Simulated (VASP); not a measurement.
Runs of VASP 6.6.1 on Al5P. The structure is that of space group F-43m (No. 216), or close to it. The cells are those of the table. 

```tsv
task	cell	k mesh	cutoff (eV)	gap on the mesh (eV)	pressure (GPa)	relaxed volume (Å³/atom)	largest force (eV/Å)
relaxation of cell and atoms	relaxed from a = 5.261 Å, angles 60.0°, 6 atoms	10 × 10 × 10	600	-	0.0	17.17	-
single point	a = 5.148 Å, angles 60.0°, 6 atoms	4 × 4 × 4	520	none	5.1	-	(a)
single point	a = 5.261 Å, angles 60.0°, 6 atoms	4 × 4 × 4	520	none	(b)	-	-
single point	a = 5.262 Å, angles 60.0°, 6 atoms	10 × 10 × 10	520	none	0.0	-	-
relaxation of cell and atoms	relaxed from a = 5.148 Å, angles 60.0°, 6 atoms	4 × 4 × 4	600	-	0.0	17.21	0.02
```

Alike in all rows: level PBE; potentials or basis VASP PAW PBE potentials, release 64 (Al, P); no spin polarisation; smearing gaussian 0.1 eV.

**Question.** Estimate the missing entries.

**Answer.** (a) 0.12; (b) 0.1.

Caveats: some runs use coarse meshes; the bands computed are all filled at some k points, so no gap is given (some runs).

A gap of «none» marks levels without a gap at the run's occupations.
